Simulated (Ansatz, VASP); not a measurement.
**Two plane-wave programs on As**

The input INCAR:

```
SYSTEM = As
ALGO = Normal
DIPOL = 0.5 0.5 0.500
EDIFF = 1E-6
ENCUT = 520
GGA = PE
IDIPOL = 3
ISIF = 2
ISMEAR = 0
LASPH = .TRUE.
LCHARG = .FALSE.
LDIPOL = .TRUE.
LREAL = .FALSE.
LWAVE = .FALSE.
NBANDS = 12
NELM = 60
PREC = Accurate
SIGMA = 0.02
```

KPOINTS

```
k-points
0
G
  9 9 1
  0 0 0
```

POSCAR

```
As
1.0
    3.7860000000      0.0000000000      0.0000000000
   -1.8930000000      3.2787721787      0.0000000000
    0.0000000000      0.0000000000     28.0000000000
As
2
Direct
    0.3333333333      0.6666666667      0.5319285714
    0.6666666667      0.3333333333      0.4680714286
```

Input for Ansatz:

```yaml
crystal:
  lattice:
    - [3.786, 0.0, 0.0]
    - [-1.893, 3.2787721787, 0.0]
    - [0.0, 0.0, 28.0]
  atoms:
    - { symbol: As, position: [0.3333333333, 0.6666666667, 0.5319285714] }
    - { symbol: As, position: [0.6666666667, 0.3333333333, 0.4680714286] }
  periodic: [true, true, false]
basis:
  ecutwfc: 420
kpoints:
  mp_grid: { grid: [9, 9, 1] }
hamiltonian:
  xc: pbe
scf:
  occupations: { method: gaussian, width: 0.02 }
output:
  forces: true
  stress: true
  eigenvalues: true
```

Alike in both runs: task single point; functional PBE; k mesh 9 × 9 × 1; occupations gaussian, width 0.02 eV; no spin polarisation.

|  | VASP | Ansatz |
| --- | --- | --- |
| version | VASP 6.6.1 | Ansatz 0.2.0 |
| potentials or method | VASP PAW PBE potentials, release 64 (As), cutoff 520 eV | scalar-relativistic, plane waves, PAW |
| valence electrons in the cell | 10 | 30 |

VASP gave:

- gap on the k mesh at the Fermi level (eV): 0.37
- least direct gap on the mesh (eV): 1.01
- rms of the force components (eV/Å): 2.073

Estimate Ansatz's values.

gap on the k mesh at the Fermi level (eV): 0.37; least direct gap on the mesh (eV): 1.01; rms of the force components (eV/Å): 2.078.

Atom by atom the forces differ by 0.005 eV/Å (rms over components). VASP's potentials hold 10 valence electrons a cell and Ansatz's 30, so a difference there can come from the potentials and not from the codes.
